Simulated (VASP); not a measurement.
A run of VASP 6.6.1:

File INCAR:

```
PREC = Accurate ; ENCUT = 520
EDIFF = 1E-7 ; ISMEAR = 0
SIGMA = 0.1 ; LREAL = False
LASPH = True ; NELM = 60
ALGO = Fast ; ISIF = 2
LWAVE = False ; LCHARG = False
GGA = PS ; NBANDS = 17
```

Contents of KPOINTS:

```
Automatic mesh
0
Gamma
  12 12 8
```

Contents of POSCAR:

```
Ca
1.0
    4.0299743332      0.0000000000      0.0000000000
    0.0000000000      4.0311712455      0.0000000000
    0.0000000000      0.0000000000      5.3012028285
Ca
2
Direct
    0.0000000000      0.0000000000      0.5000000000
    0.5000000000      0.5000000000      0.0000000000
```

Potentials or basis: VASP PAW PBE potentials, release 64 (Ca_sv).

Launch:

```console
$ cat potpaw_PBE.64/Ca_sv/POTCAR > POTCAR
$ mpirun -np 1 vasp_std > vasp.out
```

Hardware: 1 thread of Intel(R) Xeon(R) Platinum 8559C (Emerald Rapids), on a shared host.

Problem. How long does it take, and how much memory?

Solution. Wall time 3.2 min on 1 thread of Intel(R) Xeon(R) Platinum 8559C (Emerald Rapids) (shared host), peak memory 0.4 GiB. Counts: scf iterations 21, k points 245.
